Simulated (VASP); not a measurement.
# CdS (Fm-3m) in VASP: a series of runs

Aim: see how the results for CdS move with the level of theory and the settings. Levels: PBEsol, PBE. Tasks: vibrations by perturbation theory.

All numbers are computed with VASP 6.6.1; they aren't measurements. Logs are shortened: lines on timing, memory, paths and dates and some standing lists are left out, and cuts for length are marked.

## (1) The cell of the first run

The structure is cubic, space group Fm-3m (No. 225). The conventional cell has a = 5.506 Å, b = 5.506 Å, c = 5.506 Å, α = 90.00°, β = 90.00°, γ = 90.00°. Cd (site symmetry m-3m) has 6 S at 2.75 Å within 3.6 Å. S (site symmetry m-3m) has 6 Cd at 2.75 Å within 3.6 Å.

## (2) Vibrations by perturbation theory, PBEsol

INCAR reads:

```
SYSTEM = CdS
PREC = Accurate ; ENCUT = 520
EDIFF = 1E-8 ; ISMEAR = -1
SIGMA = 0.05 ; LREAL = .FALSE.
LASPH = .TRUE. ; NELM = 100
ALGO = Normal ; ISIF = 2
LWAVE = .FALSE. ; LCHARG = .FALSE.
GGA = PS ; NBANDS = 16
IBRION = 8 ; NSW = 1
```

KPOINTS reads:

```
regular mesh
0
G
  6 6 6
  0 0 0
```

POSCAR reads:

```
CdS
1.0
    0.0000000000      2.7532440000      2.7532440000
    2.7532440000      0.0000000000      2.7532440000
    2.7532440000      2.7532440000      0.0000000000
Cd S
1 1
Direct
    0.0000000000      0.0000000000      0.0000000000
    0.5000000000      0.5000000000      0.5000000000
```

Potentials or basis: VASP PAW PBE potentials, release 64 (Cd, S).

Command:

```console
$ cat potpaw_PBE.64/Cd/POTCAR potpaw_PBE.64/S/POTCAR > POTCAR
$ mpirun -np 1 vasp_std > vasp.out
```

OUTCAR:

```text
SYSTEM = CdS
   PREC = Accurate
   ENCUT = 520
   EDIFF = 1E-8
   ISMEAR = -1
   LREAL = .FALSE.
   LASPH = .TRUE.
   NELM = 100
   ISIF = 2
   GGA = PS
   IBRION = 8
   NSW = 1

 ion  position               nearest neighbor table
   1  0.000  0.000  0.000-   2 2.75   2 2.75   2 2.75   2 2.75   2 2.75   2 2.75
   2  0.500  0.500  0.500-   1 2.75   1 2.75   1 2.75   1 2.75   1 2.75   1 2.75

  LATTYP: Found a face centered cubic cell.
 ALAT       =     5.5064880000

  Lattice vectors:

 A1 = (   0.0000000000,   2.7532440000,   2.7532440000)
 A2 = (   2.7532440000,   0.0000000000,   2.7532440000)
 A3 = (   2.7532440000,   2.7532440000,   0.0000000000)

Analysis of symmetry for initial positions (statically):
=====================================================================
 Subroutine PRICEL returns:
 Original cell was already a primitive cell.

 Routine SETGRP: Setting up the symmetry group for a
 face centered cubic supercell.

 Subroutine GETGRP returns: Found 48 space group operations
[... 9 lines left out ...]

 Routine SETGRP: Setting up the symmetry group for a
 face centered cubic supercell.

 Subroutine GETGRP returns: Found 48 space group operations
[... 11 lines left out ...]
                                     Primitive cell

  volume of cell :      41.7411

  direct lattice vectors                    reciprocal lattice vectors
     0.000000000  2.753244000  2.753244000    -0.181603955  0.181603955  0.181603955
     2.753244000  0.000000000  2.753244000     0.181603955 -0.181603955  0.181603955
     2.753244000  2.753244000  0.000000000     0.181603955  0.181603955 -0.181603955

  length of vectors
     3.893675005  3.893675005  3.893675005     0.314547277  0.314547277  0.314547277

  position of ions in fractional coordinates (direct lattice)
     0.000000000  0.000000000  0.000000000
     0.500000000  0.500000000  0.500000000

  ion indices of the primitive-cell ions
   primitive index   ion index
                 1           1
                 2           2

----------------------------------------------------------------------------------------

 KPOINTS: regular mesh

Automatic generation of k-mesh.
 Grid dimensions read from file:
 generate k-points for:    6    6    6

 Generating k-lattice:

  Cartesian coordinates                     Fractional coordinates (reciprocal lattice)
    -0.030267326  0.030267326  0.030267326     0.166666667  0.000000000  0.000000000
     0.030267326 -0.030267326  0.030267326     0.000000000  0.166666667  0.000000000
     0.030267326  0.030267326 -0.030267326     0.000000000  0.000000000  0.166666667

  Length of vectors
     0.052424546  0.052424546  0.052424546

  Shift w.r.t. Gamma in fractional coordinates (k-lattice)
     0.000000000  0.000000000  0.000000000

 Subroutine IBZKPT returns following result:
 ===========================================

 Found     16 irreducible k-points:

 Following reciprocal coordinates:
            Coordinates               Weight
  0.000000  0.000000  0.000000      1.000000
  0.166667  0.000000  0.000000      8.000000
  0.333333  0.000000  0.000000      8.000000
  0.500000  0.000000  0.000000      4.000000
  0.166667  0.166667  0.000000      6.000000
  0.333333  0.166667  0.000000     24.000000
[... 8 lines left out ...]
 -0.333333  0.333333  0.166667     24.000000
 -0.333333  0.500000  0.166667     12.000000
   k-points           NKPTS =     16   k-points in BZ     NKDIM =     16   number of bands    NBANDS=     16
   number of dos      NEDOS =    301   number of ions     NIONS =      2
   total plane-waves  NPLWV =  27000
   dimension x,y,z NGX =    30 NGY =   30 NGZ =   30
   dimension x,y,z NGXF=    60 NGYF=   60 NGZF=   60
   ions per type =               1   1
   NGX,Y,Z   is equivalent  to a cutoff of  12.81, 12.81, 12.81 a.u.
   NGXF,Y,Z  is equivalent  to a cutoff of  25.62, 25.62, 25.62 a.u.
 SYSTEM =  CdS
   PREC   = accura    normal or accurate (medium, high low for compatibility)
[... 34 lines left out ...]
   LHFCALC =     F    Hartree Fock is set to
   AEXX    =    0.0000 exact exchange contribution
   IVDW    =     0    specifies the selected vdW correction
   LEPSILON=     F    determine dielectric tensor
   LRPA    =     F    only Hartree local field effects (RPA)
 non-spin polarized calculation
  energy-cutoff  :      520.00
  volume of cell :       41.74
 maximum number of plane-waves:      1158
 NGX is ok and might be reduce to    30
   NGX = 15   NGY = 15   NGZ = 15

--------------------------------------- Ionic step        1  -------------------------------------------

 number of electron      18.0000005 magnetization

 Free energy of the ion-electron system (eV)
  ---------------------------------------------------
  ext. energy  EPLUGINS =         0.00000000
  ---------------------------------------------------
  free energy    TOTEN  =        -6.61307321 eV

  energy without entropy =       -6.60964241  energy(sigma->0) =       -6.61135781

 E-fermi :   2.7342     XC(G=0): -10.5079

 val. band max:        2.6130254050   @ k =   0.5000   0.0000   0.0000
 cond. band min:       2.7501870168   @ k =   0.5000   0.5000   0.0000
 fundamental gap:      0.1371616118
 Fermi energy:         2.7341504842

 k-point     1 :       0.0000    0.0000    0.0000
  band No.  band energies     occupation
      1     -10.0706      2.00000
      2      -4.9353      2.00000
      3      -4.9353      2.00000
      4      -4.9332      2.00000
      5      -4.9332      2.00000
      6      -4.9332      2.00000
[... 283 lines left out ...]
      5      -4.6694      2.00000
      6      -4.1675      2.00000
[... 8 lines left out ...]
     15      16.2387      0.00000
     16      17.2320      0.00000

------------------------ aborting loop because EDIFF is reached ----------------------------------------

  FORCE on cell =-STRESS in cart. coord.  units (eV):
  Direction    XX          YY          ZZ          XY          YZ          ZX
  --------------------------------------------------------------------------------------
  -------------------------------------------------------------------------------------
  Total       -1.0240060     -1.0240060     -1.0240060      0.0000000      0.0000000      0.0000000
  in kB      -39.3051059    -39.3051059    -39.3051059      0.0000000      0.0000000      0.0000000
  external PRESSURE =     -39.3051059 kB  Pullay stress =       0.0000000 kB

 VOLUME and BASIS-vectors are now :
 -----------------------------------------------------------------------------
  energy-cutoff  :      520.00
  volume of cell :       41.74
      direct lattice vectors                 reciprocal lattice vectors
     0.000000000  2.753244000  2.753244000    -0.181603955  0.181603955  0.181603955
     2.753244000  0.000000000  2.753244000     0.181603955 -0.181603955  0.181603955
     2.753244000  2.753244000  0.000000000     0.181603955  0.181603955 -0.181603955

 POSITION                                       TOTAL-FORCE (eV/Angst)
 -----------------------------------------------------------------------------------
      0.00000      0.00000      0.00000         0.000000      0.000000      0.000000
      2.75324      2.75324      2.75324         0.000000     -0.000000     -0.000000
 -----------------------------------------------------------------------------------
    total drift:                               -0.000000      0.000000      0.000000

  FREE ENERGIE OF THE ION-ELECTRON SYSTEM (eV)
  ---------------------------------------------------
  free  energy   TOTEN  =        -6.6130732106 eV

  energy  without entropy=       -6.6096424099  energy(sigma->0) =       -6.61135781

[... ionic steps 2 to 3 ...]

--------------------------------------- Ionic step        4  -------------------------------------------

------------------------ aborting loop because EDIFF is reached ----------------------------------------

[... ionic steps 5 to 6 ...]

--------------------------------------- Ionic step        7  -------------------------------------------

 Free energy of the ion-electron system (eV)
  ---------------------------------------------------
  ---------------------------------------------------
  free energy    TOTEN  =        -0.10475840 eV

  energy without entropy =       -0.10475839

------------------------ aborting loop because EDIFF is reached ----------------------------------------

 INTERNAL STRAIN TENSOR  FOR ION    2  DIRECTION 1   (eV/Angst):
 -----------------------------------------------------------------------------
    -0.04270 -0.00000 -0.00000
    -0.00000  0.03217 -0.00000
     0.00000 -0.00000  0.03217

 INTERNAL STRAIN TENSOR FOR ION    2 for displacements in x,y,z  (eV/Angst):
          X           Y           Z          XY          YZ          ZX
  --------------------------------------------------------------------------------
  x     0.00000     0.00000     0.00000     0.00000     0.00000     0.00000
  y     0.00000     0.00000     0.00000     0.00000     0.00000     0.00000
  z     0.00000     0.00000     0.00000     0.00000     0.00000     0.00000

 SECOND DERIVATIVES (NOT SYMMETRIZED)
 ------------------------------------
               1X          1Y          1Z          2X          2Y          2Z
  1X    -1.098036    0.000000    0.000000    1.098036    0.000000    0.000000
  1Y     0.000000   -1.098036    0.000000    0.000000    1.098036    0.000000
  1Z     0.000000    0.000000   -1.098036    0.000000    0.000000    1.098036
  2X     1.073966    0.000000    0.000000   -1.073966    0.000000    0.000000
  2Y     0.000000    1.073966    0.000000    0.000000   -1.073966    0.000000
  2Z     0.000000    0.000000    1.073966    0.000000    0.000000   -1.073966

 Eigenvectors and eigenvalues of the dynamical matrix
 ----------------------------------------------------

   1 f  =    3.251627 THz    20.430572 2PiTHz  108.462588 cm-1    13.447641 meV
             X         Y         Z           dx          dy          dz
      0.000000  0.000000  0.000000     0.000000    0.000000   -0.475193
      2.753244  2.753244  2.753244     0.000000    0.000000    0.879882
[... 21 lines left out ...]
   6 f/i=    0.015067 THz     0.094666 2PiTHz    0.502567 cm-1     0.062310 meV
             X         Y         Z           dx          dy          dz
      0.000000  0.000000  0.000000     0.000000    0.000000    0.879882
      2.753244  2.753244  2.753244     0.000000    0.000000    0.475193

--------------------------------------------------------------------------------------------------------

 ELASTIC MODULI CONTR FROM IONIC RELAXATION (kBar)
 Direction    XX          YY          ZZ          XY          YZ          ZX
 --------------------------------------------------------------------------------
 XX           0.0000      0.0000      0.0000      0.0000      0.0000      0.0000
 YY           0.0000      0.0000      0.0000      0.0000      0.0000      0.0000
 ZZ           0.0000      0.0000      0.0000      0.0000      0.0000      0.0000
 XY           0.0000      0.0000      0.0000      0.0000      0.0000      0.0000
 YZ           0.0000      0.0000      0.0000      0.0000      0.0000      0.0000
 ZX           0.0000      0.0000      0.0000      0.0000      0.0000      0.0000
 --------------------------------------------------------------------------------
```

Run time: 44 s. Hardware: 1 thread of Intel Xeon 6975P-C (Granite Rapids), shared host; peak memory 0.21 GiB.

Results:

```yaml
Highest_phonon_frequency_at_Γ_LO-TO_splitting_left_out: 108 cm⁻¹
```

Phonon frequencies in cm⁻¹ (negative: imaginary):
| q point | frequencies |
| --- | --- |
| (0.000, 0.000, 0.000) | -1 -1 -1 108 108 108 |

Caveat: the cell wasn't relaxed at this level first, which shifts response properties; the PAW data sets were made with another functional, which shifts forces and pressure a little.

(Part 1 of 2 ends here.)
